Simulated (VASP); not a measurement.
Write the native input for VASP 6.6.1 that does the following.

```yaml
Task: single point
Functional: PBEsol
Potentials_or_basis: VASP PAW PBE potentials, release 64 (W_sv)
Cutoff: 520 eV
k_mesh: 20 × 20 × 20
Occupations: gaussian, width 0.15 eV
Spin: no spin polarisation
Dipole_correction: no
Further_INCAR_settings: ALGO = Fast; EDIFF = 1e-06; NBANDS = 13
```

The structure of W lies in POSCAR:

```
W
1.0
    0.0000000000      1.9488000000      2.1112000000
    1.9488000000      0.0000000000      2.1112000000
    1.9488000000      1.9488000000      0.0000000000
W
1
Direct
    0.0000000000      0.0000000000      0.0000000000
```

This cell differs from its parent crystal: strain -0.040 along x and y, +0.040 along z.

These files were run (other wordings do the same):

INCAR

```
SYSTEM = W
PREC = Accurate
ENCUT = 520
EDIFF = 1E-6
ISMEAR = 0
SIGMA = 0.15
LREAL = .False.
LASPH = .True.
NELM = 100
ALGO = Fast
ISIF = 2
LWAVE = .False.
LCHARG = .False.
GGA = PS
NBANDS = 13
```

KPOINTS

```
regular mesh
0
Gamma
  20 20 20
  0 0 0
```

Potentials or basis: VASP PAW PBE potentials, release 64 (W_sv).

The run is started by

```bash
$ cat potpaw_PBE.64/W_sv/POTCAR > POTCAR
$ mpirun -np 1 vasp_std > vasp.out
```

Results of the run:

| Item | Value |
| --- | --- |
| Pressure | -0.5 GPa |
| Band gap on the k mesh | zero (band 7 reaches 14.39 eV, above the bottom of band 8 at 10.26 eV) |

Caveat: the cell differs from its parent crystal (strain -0.040 along x and y, +0.040 along z); the PAW data sets were made with another functional, which shifts forces and pressure a little; spin-orbit coupling is left out, which moves the levels of the heavy elements.

Run time: 85 s on 1 thread of Intel Xeon 6975P-C (shared host), peak memory 0.24 GiB.
